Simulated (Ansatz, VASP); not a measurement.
# Sn3Te: VASP beside Ansatz

The input INCAR:

```
PREC = Accurate ; ENCUT = 600
EDIFF = 1E-7 ; ISMEAR = 0
SIGMA = 0.1 ; LREAL = False
LASPH = True ; NELM = 80
ALGO = Fast ; ISIF = 3
LWAVE = False ; LCHARG = False
GGA = PE ; IBRION = 2
NSW = 100 ; EDIFFG = -0.01
```

The input KPOINTS:

```
regular mesh
0
Gamma
  10 10 10
```

The input POSCAR:

```
Sn3Te
1.0
    4.8656220400      0.0000000000      0.0000000000
    0.0000000000      4.8656220400      0.0000000000
    0.0000000000      0.0000000000      4.8656220400
Sn Te
3 1
Direct
    0.5000000000      0.5000000000      0.0000000000
    0.5000000000      0.0000000000      0.5000000000
    0.0000000000      0.5000000000      0.5000000000
    0.0000000000      0.0000000000      0.0000000000
```

Input for Ansatz:

```yaml
crystal:
  lattice:
    - [4.86562204, 0.0, 0.0]
    - [0.0, 4.86562204, 0.0]
    - [0.0, 0.0, 4.86562204]
  atoms:
    - { symbol: Sn, position: [0.5, 0.5, 0.0] }
    - { symbol: Sn, position: [0.5, 0.0, 0.5] }
    - { symbol: Sn, position: [0.0, 0.5, 0.5] }
    - { symbol: Te, position: [0.0, 0.0, 0.0] }
basis:
  ecutwfc: 420
kpoints:
  mp_grid: { grid: [10, 10, 10] }
hamiltonian:
  xc: pbe
scf:
  occupations: { method: gaussian, width: 0.1 }
output:
  forces: true
  stress: true
  eigenvalues: true
relax:
  adjacent_minimum: "off"
  f_tol: 0.01
  max_steps: 80
  cell: { stress_tol: 0.05 }
```

Alike in both runs: task relaxation of cell and atoms; functional PBE; k mesh 10 × 10 × 10; occupations gaussian, width 0.1 eV; no spin polarisation.

|  | VASP | Ansatz |
| --- | --- | --- |
| version | VASP 6.6.1 | Ansatz 0.2.0 |
| potentials or method | VASP PAW PBE potentials, release 64 (Sn_d, Te), cutoff 600 eV | scalar-relativistic, plane waves, PAW |
| valence electrons in the cell | 48 | 58 |

Ansatz gave:

* gap on the k mesh at the Fermi level, each at its own relaxed structure (eV): none
* relaxed volume (Å³/atom): 29.01
* relaxed cell length with the largest relative difference (Å): 4.878

Task: Estimate VASP's values.

Result: gap on the k mesh at the Fermi level, each at its own relaxed structure (eV): none; relaxed volume (Å³/atom): 29.00; relaxed cell length with the largest relative difference (Å): 4.877.

A gap of «none» marks a metal or a gap that the smearing closes. VASP's potentials hold 48 valence electrons a cell and Ansatz's 58, so a difference there can come from the potentials and not from the codes.

Spin-orbit coupling is off throughout.
